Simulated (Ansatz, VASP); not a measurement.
**SnSe in VASP and in Ansatz**

INCAR

```
PREC = Accurate
ENCUT = 500
EDIFF = 1E-6
ISMEAR = 0
SIGMA = 0.01
LREAL = False
LASPH = True
NELM = 120
ALGO = Normal
ISIF = 2
LWAVE = False
LCHARG = False
GGA = PE
NBANDS = 28
GGA_COMPAT = False
```

Contents of KPOINTS:

```
Automatic mesh
0
Gamma
  3 3 3
```

File POSCAR:

```
SnSe
1.0
    4.2193393516      0.0000000000      0.0000000000
    0.0000000000      4.2193393516      0.0000000000
    0.0000000000      0.0000000000      5.9930255593
Sn Se
2 2
Direct
    0.5000000000      0.0000000000      0.2500915766
    0.0000000000      0.5000000000      0.7499084234
    0.5000000000      0.0000000000      0.7498972969
    0.0000000000      0.5000000000      0.2501027031
```

Input for Ansatz:

```yaml
crystal:
  lattice:
    - [4.2193393516, 0.0, 0.0]
    - [0.0, 4.2193393516, 0.0]
    - [0.0, 0.0, 5.9930255593]
  atoms:
    - { symbol: Sn, position: [0.5, 0.0, 0.2500915766] }
    - { symbol: Sn, position: [0.0, 0.5, 0.7499084234] }
    - { symbol: Se, position: [0.5, 0.0, 0.7498972969] }
    - { symbol: Se, position: [0.0, 0.5, 0.2501027031] }
kpoints:
  mp_grid: { grid: [3, 3, 3] }
hamiltonian:
  xc: pbe
scf:
  occupations: { method: fixed }
  n_extra_bands: 5
output:
  forces: true
  stress: true
  eigenvalues: true
```

Alike in both runs: task single point; functional PBE; k mesh 3 × 3 × 3; no spin polarisation.

|  | VASP | Ansatz |
| --- | --- | --- |
| version | VASP 6.6.1 | Ansatz 0.2.0 |
| potentials or method | VASP PAW PBE potentials, release 64 (Sn_d, Se) | plane waves |
| plane-wave cutoff (eV) | 500 | 420 |
| occupations | gaussian, width 0.01 eV | fixed |
| valence electrons in the cell | 40 | 60 |

```tsv
	VASP	Ansatz	Ansatz less VASP
gap on the k mesh at the Fermi level (eV)	1.71	1.71	+0.003
pressure (GPa)	1.4	1.4	+0.01
```

VASP's potentials hold 40 valence electrons a cell and Ansatz's 60, so a difference there can come from the potentials and not from the codes.

The k mesh is coarse, so the values compare programs but aren't converged.
